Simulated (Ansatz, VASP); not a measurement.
Two plane-wave programs on BeSe

```
Be Se
1.0
     0.00000    2.55419    2.55419
     2.55419    0.00000    2.55419
     2.55419    2.55419    0.00000
Be Se
1 1
Direct
  0.00000 0.00000 0.00000
  0.25000 0.25000 0.25000
```

Alike in both runs: functional PBE; dispersion D3(BJ); k mesh 8 × 8 × 8; occupations gaussian, width 0.02 eV; no spin polarisation.

Ansatz relaxed the structure, and its values are those at the end. VASP's run is a single point on that final structure, the one shown.

|  | VASP | Ansatz |
| --- | --- | --- |
| version | VASP 6.6.1 | Ansatz 0.2.0 |
| potentials or method | VASP PAW PBE potentials, release 64 (Be, Se), cutoff 600 eV | scalar-relativistic, plane waves, PAW |
| valence electrons in the cell | 8 | 18 |

Ansatz gave:

- gap on the k mesh at the Fermi level (eV): 2.59
- least direct gap on the mesh (eV): 4.52
- pressure (GPa): 0.0

Task: Which values does VASP return?

Result: gap on the k mesh at the Fermi level (eV): 2.57; least direct gap on the mesh (eV): 4.52; pressure (GPa): 0.2.

VASP's potentials hold 8 valence electrons a cell and Ansatz's 18, so a difference there can come from the potentials and not from the codes.
